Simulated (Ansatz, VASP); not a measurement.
# TiB5 in VASP and in Ansatz

```
Ti B
1.0
     3.04764    0.00000    0.00000
     0.00000    4.39180    0.00000
     0.00000    0.00000    5.85024
Ti B
1 5
Direct
  0.00000 0.00000 0.00000
  0.00000 0.18303 0.64525
  0.00000 0.81697 0.64525
  0.00000 0.81697 0.35475
  0.00000 0.18303 0.35475
  0.00000 0.50000 0.50000
```

Alike in both runs: task relaxation of cell and atoms; functional PBE; k mesh 12 × 8 × 6; occupations gaussian, width 0.1 eV; no spin polarisation.

```csv
,VASP,Ansatz
version,VASP 6.6.1,Ansatz 0.2.0
potentials or method,"VASP PAW PBE potentials, release 64 (Ti_sv, B), cutoff 600 eV","scalar-relativistic, plane waves, PAW"
valence electrons in the cell,27,27
```

VASP gave:

* gap on the k mesh at the Fermi level, each at its own relaxed structure (eV): none
* relaxed volume (Å³/atom): 13.14
* relaxed length of the cell vector where the two differ most in proportion (Å): 3.076

Problem. Estimate Ansatz's values.

Solution. gap on the k mesh at the Fermi level, each at its own relaxed structure (eV): none; relaxed volume (Å³/atom): 13.16; relaxed length of the cell vector where the two differ most in proportion (Å): 3.079.

A gap of «none» marks a metal or a gap that the smearing closes.
